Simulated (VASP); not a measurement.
Runs of VASP 6.6.1 on La. The structure is that of space group Im-3m (No. 229), or close to it. The cells are those of the table. 

```csv
task,cell,cutoff (eV),gap on the mesh (eV),pressure (GPa)
relaxation of cell and atoms,"relaxed to 10 GPa from a = 3.679 Å, angles 109.5°, 1 atom",600,none,10.1
single point,"a = 3.051 Å, angles 109.5°, 1 atom",520,none,30.0
relaxation of cell and atoms,"relaxed to 20 GPa from a = 3.679 Å, angles 109.5°, 1 atom",600,none,20.0
single point,"a = 2.984 Å, angles 109.5°, 1 atom",520,none,(a)
relaxation of cell and atoms,"relaxed from a = 3.679 Å, angles 109.5°, 1 atom",600,none,0.0
```

Alike in all rows: level r2SCAN; potentials or basis VASP PAW PBE potentials, release 64 (La); no spin polarisation; k mesh 11 × 11 × 11; smearing fermi-dirac 0.1 eV.

Fill in the values left out.

(a) 39.9.

Caveats: the PAW data sets were made with another functional, which shifts forces and pressure a little; spin-orbit coupling is left out, which moves the levels of the heavy elements; the cell is relaxed towards a set pressure, so the enthalpy falls and the energy may rise (some runs).

A k mesh can miss the band edges, and the runs leave out spin-orbit coupling on La.

A gap of «none» marks levels without a gap at the run's occupations.
